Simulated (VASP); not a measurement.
# K8Ta8O25 (a cell with a defect) in VASP: single point with r2SCAN

Aim: the single point of K8Ta8O25 (a cell with a defect) with r2SCAN.

Program: VASP 6.6.1. These are calculated values, not measurements. Logs are shortened: lines on timing, memory, paths and dates and some standing lists are left out, and cuts for length are marked.

### 1 The cell of the first run

The cell holds a defect, 41 atoms: a = 7.971 Å, b = 7.971 Å, c = 7.971 Å, α = 90.00°, β = 90.00°, γ = 90.00°.

### 2 Single point, r2SCAN, collinear spin

Contents of POSCAR:

```
K8Ta8O25
1.0
    7.9708780000      0.0000000000      0.0000000000
    0.0000000000      7.9708780000      0.0000000000
    0.0000000000      0.0000000000      7.9708780000
K Ta O
8 8 25
Direct
    0.9981860000      0.0017480000      0.9994000000
    0.9879150000      0.9941620000      0.4982970000
    0.9983430000      0.5046740000      0.9986520000
    0.9887620000      0.5116710000      0.4992850000
    0.5082740000      0.0013230000      0.9993470000
    0.5178500000      0.9943560000      0.4987250000
    0.5085020000      0.5042910000      0.9985960000
    0.5187250000      0.5118940000      0.4997040000
    0.2520860000      0.2559370000      0.2432790000
    0.2545330000      0.2501410000      0.7548190000
    0.2540150000      0.7505010000      0.2495840000
    0.2525130000      0.7555190000      0.7484320000
    0.7517770000      0.2529810000      0.2493440000
    0.7548490000      0.2530140000      0.7484840000
    0.7539810000      0.7528150000      0.2477660000
    0.7525370000      0.7531820000      0.7501030000
    0.2534230000      0.2528970000      0.9990480000
    0.2521360000      0.1629710000      0.4963530000
    0.2532990000      0.7531000000      0.9990690000
    0.2535030000      0.7529240000      0.4990460000
    0.7533130000      0.2530880000      0.9991210000
    0.7534500000      0.2529850000      0.4990700000
    0.7534920000      0.7529620000      0.9990540000
    0.7532840000      0.7530840000      0.4991030000
    0.0060880000      0.2537720000      0.2523330000
    0.0058630000      0.2522430000      0.7454740000
    0.0033030000      0.7526090000      0.2496220000
    0.0029790000      0.7536700000      0.7481100000
    0.5009050000      0.2538480000      0.2528230000
    0.5006140000      0.2522920000      0.7457210000
    0.5037590000      0.7523630000      0.2498600000
    0.5035020000      0.7534540000      0.7487300000
    0.2541040000      0.9994220000      0.2275480000
    0.2536210000      0.0002130000      0.7681190000
    0.2530900000      0.5058230000      0.2298340000
    0.2526630000      0.5065810000      0.7706940000
    0.7534350000      0.0037110000      0.2483650000
    0.7532630000      0.0036140000      0.7497940000
    0.7534970000      0.5023960000      0.2484480000
    0.7532670000      0.5023710000      0.7497050000
    0.2544570000      0.3432210000      0.5017900000
```

Contents of INCAR.step1:

```
SYSTEM = K8Ta8O25
PREC = Accurate ; ENCUT = 520
ISMEAR = -1 ; SIGMA = 0.05
LREAL = Auto ; LASPH = .True.
NELM = 150 ; ISPIN = 2
MAGMOM = 0 0 0 0 0 0 0 0.143 0.143 0.143 0 0 0 0 0 0 0 0.143 0 0 0 0 0 0 0 0 0 0 0 0.143 0 0 0 0 0 0.143 0 0 0 0 0.143 ; LMAXMIX = 4
NELECT = 309.0 ; ISYM = 0
NBANDS = 185 ; GGA = PE
ALGO = Normal ; EDIFF = 1E-4
LWAVE = .True. ; LCHARG = .False.
NCORE = 4
```

Contents of INCAR.step2:

```
SYSTEM = K8Ta8O25
PREC = Accurate ; ENCUT = 520
EDIFF = 1E-7 ; ISMEAR = -1
SIGMA = 0.05 ; LREAL = Auto
LASPH = .True. ; NELM = 150
ALGO = Normal ; ISIF = 2
LWAVE = .False. ; LCHARG = .False.
ISPIN = 2 ; MAGMOM = 0 0 0 0 0 0 0 0.143 0.143 0.143 0 0 0 0 0 0 0 0.143 0 0 0 0 0 0 0 0 0 0 0 0.143 0 0 0 0 0 0.143 0 0 0 0 0.143
LORBIT = 11 ; LMAXMIX = 4
METAGGA = R2SCAN ; LMIXTAU = .True.
NELECT = 309.0 ; ISYM = 0
NBANDS = 185 ; ISTART = 1
NCORE = 4
```

Contents of KPOINTS:

```
Automatic mesh
0
Gamma
  1 1 1
  0.25 0.25 0.25
```

Potentials or basis: VASP PAW PBE potentials, release 64 (K_sv, Ta_pv, O).

Run with:

```bash
> cat potpaw_PBE.64/K_sv/POTCAR potpaw_PBE.64/Ta_pv/POTCAR potpaw_PBE.64/O/POTCAR > POTCAR
> cp INCAR.step1 INCAR
> mpirun -np 4 vasp_std > vasp.out
> cp INCAR.step2 INCAR
> mpirun -np 4 vasp_std > vasp.out
```

OUTCAR:

```text
SYSTEM = K8Ta8O25
   PREC = Accurate
   ENCUT = 520
   EDIFF = 1E-7
   ISMEAR = -1
   LREAL = Auto
   LASPH = .True.
   NELM = 150
   ISIF = 2
   ISPIN = 2
   LORBIT = 11
   METAGGA = R2SCAN
   NELECT = 309.0
   ISYM = 0
   ISTART = 1

 ion  position               nearest neighbor table
   1  0.998  0.002  0.999-  33 2.73  34 2.75  23 2.78  37 2.78  38 2.79  21 2.80  27 2.81  28 2.81
                            19 2.84  26 2.84  25 2.85  17 2.85  15 3.41  16 3.42  14 3.43  13 3.44
   2  0.988  0.994  0.498-  18 2.50  24 2.68  37 2.73  38 2.74  27 2.77  28 2.77  22 2.78  26 2.85
                            25 2.85  20 2.86  15 3.34  16 3.35  14 3.42  13 3.43  12 3.47  11 3.49
   3  0.998  0.505  0.999-  36 2.72  35 2.74  23 2.78  40 2.78  39 2.79  21 2.80  27 2.81  28 2.82
                            19 2.84  25 2.84  26 2.85  17 2.86  15 3.41  16 3.42  14 3.43   9 3.44
   4  0.989  0.512  0.499-  41 2.51  24 2.69  40 2.74  39 2.74  27 2.77  28 2.77  22 2.79  25 2.85
                            26 2.85  20 2.85  15 3.35  16 3.35  14 3.42  13 3.43  11 3.47  12 3.48
   5  0.508  0.001  0.999-  33 2.72  34 2.74  23 2.78  37 2.79  38 2.79  21 2.80  32 2.81  31 2.82
                            19 2.84  30 2.84  29 2.85  17 2.85  16 3.41  15 3.42  13 3.43  10 3.44
   6  0.518  0.994  0.499-  18 2.51  24 2.69  37 2.74  38 2.74  31 2.77  32 2.77  22 2.79  30 2.85
                            29 2.85  20 2.85  16 3.35  15 3.35  13 3.42  14 3.43  12 3.47  11 3.48
   7  0.509  0.504  0.999-  36 2.73  35 2.75  23 2.78  40 2.78  39 2.79  21 2.80  32 2.81  31 2.81
                            19 2.84  29 2.85  30 2.85  17 2.85  16 3.41  15 3.42  13 3.43  14 3.44
   8  0.519  0.512  0.500-  41 2.50  24 2.68  40 2.73  39 2.74  31 2.77  32 2.77  22 2.79  29 2.85
                            30 2.85  20 2.86  16 3.34  15 3.35  13 3.42  14 3.43  11 3.47  12 3.49
   9  0.252  0.256  0.243-  17 1.95  25 1.96  29 1.98  35 1.99  33 2.05  18 2.15  41 2.17   3 3.44
                             7 3.45   1 3.46   5 3.47   4 3.57   8 3.59   2 3.59   6 3.60
  10  0.255  0.250  0.755-  17 1.95  30 1.96  26 1.98  34 1.99  36 2.05  41 2.15  18 2.17   5 3.44
                             1 3.45   7 3.46   3 3.47   6 3.57   2 3.59   8 3.59   4 3.60
  11  0.254  0.751  0.250-  35 1.96  20 1.99  31 1.99  33 1.99  19 2.00  27 2.00   7 3.46   3 3.46
                             8 3.47   4 3.47   5 3.48   6 3.48   1 3.49   2 3.49
  12  0.253  0.756  0.748-  34 1.96  20 1.99  28 1.99  36 1.99  19 2.00  32 2.00   1 3.46   5 3.46
                             2 3.47   6 3.47   3 3.48   4 3.48   7 3.49   8 3.49
  13  0.752  0.253  0.249-  37 1.99  39 1.99  22 1.99  21 1.99  29 2.00  25 2.03   6 3.42   8 3.42
                             2 3.43   5 3.43   7 3.43   4 3.43   1 3.44   3 3.45
  14  0.755  0.253  0.748-  40 1.99  38 1.99  22 1.99  21 2.00  26 2.00  30 2.03   4 3.42   2 3.42
                             8 3.43   3 3.43   1 3.43   6 3.43   7 3.44   5 3.45
  15  0.754  0.753  0.248-  23 1.98  27 1.99  31 1.99  39 2.00  37 2.00  24 2.00   2 3.34   4 3.35
                             8 3.35   6 3.35   1 3.41   3 3.41   5 3.42   7 3.42
  16  0.753  0.753  0.750-  23 1.98  32 1.99  38 2.00  28 2.00  40 2.00  24 2.00   8 3.34   6 3.35
                             2 3.35   4 3.35   7 3.41   5 3.41   3 3.42   1 3.42
  17  0.253  0.253  0.999-  10 1.95   9 1.95   1 2.85   5 2.85   7 2.85   3 2.86
  18  0.252  0.163  0.496-  41 1.44   9 2.15  10 2.17   2 2.50   6 2.51
  19  0.253  0.753  0.999-  11 2.00  12 2.00   5 2.84   3 2.84   1 2.84   7 2.84
  20  0.254  0.753  0.499-  12 1.99  11 1.99   6 2.85   4 2.85   8 2.86   2 2.86
  21  0.753  0.253  0.999-  13 1.99  14 2.00   7 2.80   1 2.80   3 2.80   5 2.80
  22  0.753  0.253  0.499-  14 1.99  13 1.99   2 2.78   8 2.79   4 2.79   6 2.79
  23  0.753  0.753  0.999-  15 1.98  16 1.98   3 2.78   1 2.78   5 2.78   7 2.78
  24  0.753  0.753  0.499-  16 2.00  15 2.00   2 2.68   8 2.68   6 2.69   4 2.69
  25  0.006  0.254  0.252-   9 1.96  13 2.03   3 2.84   1 2.85   4 2.85   2 2.85
  26  0.006  0.252  0.745-  10 1.98  14 2.00   1 2.84   3 2.85   2 2.85   4 2.85
  27  0.003  0.753  0.250-  15 1.99  11 2.00   2 2.77   4 2.77   3 2.81   1 2.81
  28  0.003  0.754  0.748-  12 1.99  16 2.00   2 2.77   4 2.77   1 2.81   3 2.82
  29  0.501  0.254  0.253-   9 1.98  13 2.00   7 2.85   8 2.85   5 2.85   6 2.85
  30  0.501  0.252  0.746-  10 1.96  14 2.03   5 2.84   7 2.85   6 2.85   8 2.85
  31  0.504  0.752  0.250-  11 1.99  15 1.99   8 2.77   6 2.77   7 2.81   5 2.82
  32  0.504  0.753  0.749-  16 1.99  12 2.00   8 2.77   6 2.77   5 2.81   7 2.81
  33  0.254  0.999  0.228-  11 1.99   9 2.05   5 2.72   1 2.73
  34  0.254  0.000  0.768-  12 1.96  10 1.99   5 2.74   1 2.75
  35  0.253  0.506  0.230-  11 1.96   9 1.99   3 2.74   7 2.75
  36  0.253  0.507  0.771-  12 1.99  10 2.05   3 2.72   7 2.73
  37  0.753  0.004  0.248-  13 1.99  15 2.00   2 2.73   6 2.74   1 2.78   5 2.79
  38  0.753  0.004  0.750-  14 1.99  16 2.00   2 2.74   6 2.74   1 2.79   5 2.79
  39  0.753  0.502  0.248-  13 1.99  15 2.00   8 2.74   4 2.74   3 2.79   7 2.79
  40  0.753  0.502  0.750-  14 1.99  16 2.00   8 2.73   4 2.74   7 2.78   3 2.78
  41  0.254  0.343  0.502-  18 1.44  10 2.15   9 2.17   8 2.50   4 2.51

IMPORTANT INFORMATION: All symmetrisations will be switched off!
NOSYMM: (Re-)initialisation of all symmetry stuff for point group C_1.

----------------------------------------------------------------------------------------

                                     Primitive cell

  volume of cell :     506.4289

  direct lattice vectors                    reciprocal lattice vectors
     7.970878000  0.000000000  0.000000000     0.125456694  0.000000000  0.000000000
[... 157 lines left out ...]
   EFERMI =   0.00;   METHOD = LEGACY
   ISMEAR =    -1;   SIGMA  =   0.05  broadening in eV -4-tet -1-fermi 0-gaus
   EFERMI_NEDOS =   21; number of points for ismear=-14 and -15
   IALGO  =     38    algorithm
   IMIX   =      4    mixing-type and parameters
     AMIX     =   0.40;   BMIX     =  1.00
     AMIX_MAG =   1.60;   BMIX_MAG =  1.00
  volume/ion in A,a.u.               =      12.35        83.35
  Fermi-wavevector in a.u.,A,eV,Ry     =   1.388529  2.623939 26.232191  1.928012
  Thomas-Fermi vector in A             =   2.512646
   LORBIT       =     11    0 simple, 1 ext, 2 COOP (PROOUT), +10 PAW based schemes
   METAGGA = R2SCAN    functional components
   LHFCALC =     F    Hartree Fock is set to
   AEXX    =    0.0000 exact exchange contribution
   IVDW    =     0    specifies the selected vdW correction
   LEPSILON=     F    determine dielectric tensor
   LRPA    =     F    only Hartree local field effects (RPA)
 spin polarized calculation
  energy-cutoff  :      520.00
  volume of cell :      506.43
 maximum number of plane-waves:     13601
   NGX = 29   NGY = 29   NGZ = 29

 number of electron     309.0000044 magnetization      -0.8837885

 Free energy of the ion-electron system (eV)
  ---------------------------------------------------
  ext. energy  EPLUGINS =         0.00000000
  ---------------------------------------------------
  free energy    TOTEN  =      -702.83277553 eV

  energy without entropy =     -702.77140815  energy(sigma->0) =     -702.80209184

 E-fermi :   1.4748     XC(G=0): -11.6437

 val. band max:        1.3293635484   @ k =   0.2500  -0.2500   0.2500
 cond. band min:       1.5155758446   @ k =   0.2500  -0.2500   0.2500
 fundamental gap:      0.1862122961
 Fermi energy:         1.4748365810

 spin component 1

 k-point     1 :       0.2500    0.2500    0.2500
  band No.  band energies     occupation
      1     -34.2747      1.00000
      2     -34.1767      1.00000
      3     -34.0371      1.00000
      4     -34.0339      1.00000
      5     -33.9981      1.00000
      6     -33.9936      1.00000
[... 665 lines left out ...]
    165       6.7007      0.00000
    166       6.7294      0.00000
 Fermi energy:         1.4748365810

 spin component 2

 k-point     1 :       0.2500    0.2500    0.2500
  band No.  band energies     occupation
      1     -34.2651      1.00000
      2     -34.1663      1.00000
      3     -34.0314      1.00000
      4     -34.0282      1.00000
      5     -33.9845      1.00000
      6     -33.9800      1.00000
[... 665 lines left out ...]
    165       6.6935      0.00000
    166       6.7202      0.00000
 [bands above 166 left out]

------------------------ aborting loop because EDIFF is reached ----------------------------------------

  FORCE on cell =-STRESS in cart. coord.  units (eV):
  Direction    XX          YY          ZZ          XY          YZ          ZX
  --------------------------------------------------------------------------------------
  -------------------------------------------------------------------------------------
  Total        1.7498338      5.1884842      6.0383611     -0.0049962     -0.5384799      0.1154335
  in kB        5.5359084     16.4146865     19.1034223     -0.0158062     -1.7035764      0.3651941
  external PRESSURE =      13.6846724 kB  Pullay stress =       0.0000000 kB

 VOLUME and BASIS-vectors are now :
 -----------------------------------------------------------------------------
  energy-cutoff  :      520.00
  volume of cell :      506.43
      direct lattice vectors                 reciprocal lattice vectors
     7.970878000  0.000000000  0.000000000     0.125456694  0.000000000  0.000000000
     0.000000000  7.970878000  0.000000000     0.000000000  0.125456694  0.000000000
     0.000000000  0.000000000  7.970878000     0.000000000  0.000000000  0.125456694

 POSITION                                       TOTAL-FORCE (eV/Angst)
 -----------------------------------------------------------------------------------
      7.95642      0.01393      7.96610         0.020111      0.017221      0.024015
      7.87455      7.92434      3.97186         0.052519     -0.005278     -0.013490
      7.95767      4.02269      7.96013         0.008222     -0.022459     -0.018774
      7.88130      4.07847      3.97974         0.041915     -0.009991      0.022467
      4.05139      0.01055      7.96567        -0.012057      0.025679      0.016939
      4.12772      7.92589      3.97528        -0.035402      0.002714     -0.019582
[... 33 lines left out ...]
      6.00420      4.00434      5.97581         0.006075      0.008437      0.011585
      2.02825      2.73577      3.99971        -0.019062      0.417107      0.043823
 -----------------------------------------------------------------------------------
    total drift:                               -0.003271     -0.010077     -0.027620

  FREE ENERGIE OF THE ION-ELECTRON SYSTEM (eV)
  ---------------------------------------------------
  free  energy   TOTEN  =      -702.8327755260 eV

  energy  without entropy=     -702.7714081520  energy(sigma->0) =     -702.80209184

 total charge

# of ion       s       p       d       tot
------------------------------------------
    1        1.963   5.702   0.045   7.710
    2        1.965   5.707   0.049   7.720
    3        1.963   5.702   0.045   7.710
    4        1.964   5.706   0.049   7.720
    5        1.963   5.702   0.045   7.710
    6        1.964   5.706   0.049   7.719
[... 33 lines left out ...]
   40        1.568   3.544   0.000   5.112
   41        1.604   3.416   0.000   5.021
--------------------------------------------------
tot         57.867 184.576  16.481 258.924

 magnetization (x)

# of ion       s       p       d       tot
------------------------------------------
    1        0.000   0.000   0.000   0.001
    2        0.000   0.000   0.000   0.000
    3        0.000   0.000   0.000   0.001
    4        0.000   0.000   0.000   0.000
    5        0.000   0.000   0.000   0.001
    6        0.000   0.000   0.000   0.000
[... 33 lines left out ...]
   40       -0.000  -0.004   0.000  -0.004
   41       -0.001  -0.033   0.000  -0.034
--------------------------------------------------
tot         -0.012  -0.838   0.085  -0.764
```

Run time: 33 min. Hardware: 4 MPI ranks of Oxide Virtual Turin-like, shared host; peak memory 0.35 GiB.

What came out:

```
Free energy                                           : -702.8328 eV
Largest force                                         : 0.468 eV/Å
Net moment                                            : -0.88 μB per cell
Site moments                                          : K +0.00; Ta +0.01, +0.03, +0.00 (each value once); O -0.04, -0.03, -0.26, -0.01, -0.00, -0.15, -0.07 (each value once) μB
Valence electrons inside the program's atomic spheres : K 7.71, 7.72 (each value once); Ta 8.71, 8.74, 8.70, 8.72, 8.73 (each value once); O 5.12, 5.02, 5.07, 5.10, 5.11 (each value once)
```

Forces in eV/Å, atoms in the order of the input:
```
K    0.020  0.017  0.024
K    0.053 -0.005 -0.013
K    0.008 -0.022 -0.019
K    0.042 -0.010  0.022
K   -0.012  0.026  0.017
K   -0.035  0.003 -0.020
K   -0.023 -0.004 -0.022
K   -0.047 -0.005  0.011
Ta   0.009 -0.411 -0.032
Ta  -0.007  0.409  0.030
Ta  -0.006  0.438  0.164
Ta   0.007 -0.439 -0.159
Ta   0.032  0.018  0.000
Ta  -0.035 -0.015  0.006
Ta  -0.016 -0.011 -0.013
Ta   0.019  0.010  0.019
O   -0.001  0.003  0.006
O    0.023 -0.417 -0.049
O    0.001 -0.001 -0.007
O   -0.004 -0.001  0.003
O   -0.001 -0.003 -0.012
O   -0.003 -0.002  0.006
O   -0.003  0.000  0.006
O    0.001 -0.003 -0.009
O   -0.029  0.013  0.018
O   -0.024 -0.012 -0.008
O   -0.030 -0.019 -0.003
O   -0.009  0.027  0.021
O    0.011  0.011  0.006
O    0.044 -0.011 -0.018
O    0.021 -0.028 -0.022
O    0.016  0.018 -0.002
O   -0.019 -0.098  0.013
O   -0.017 -0.058  0.085
O    0.017  0.049 -0.082
O    0.019  0.107 -0.012
O   -0.005 -0.019 -0.012
O   -0.004 -0.004  0.007
O    0.001  0.024 -0.007
O    0.006  0.008  0.012
O   -0.019  0.417  0.044
```

Caveat: the cell carries a net charge on a neutralising background, which shifts energy and pressure; the cell is charged against a uniform background, so pressure and absolute levels hang on convention; the PAW data sets were made with another functional, which shifts forces and pressure a little; spin-orbit coupling is left out, which moves the levels of the heavy elements.
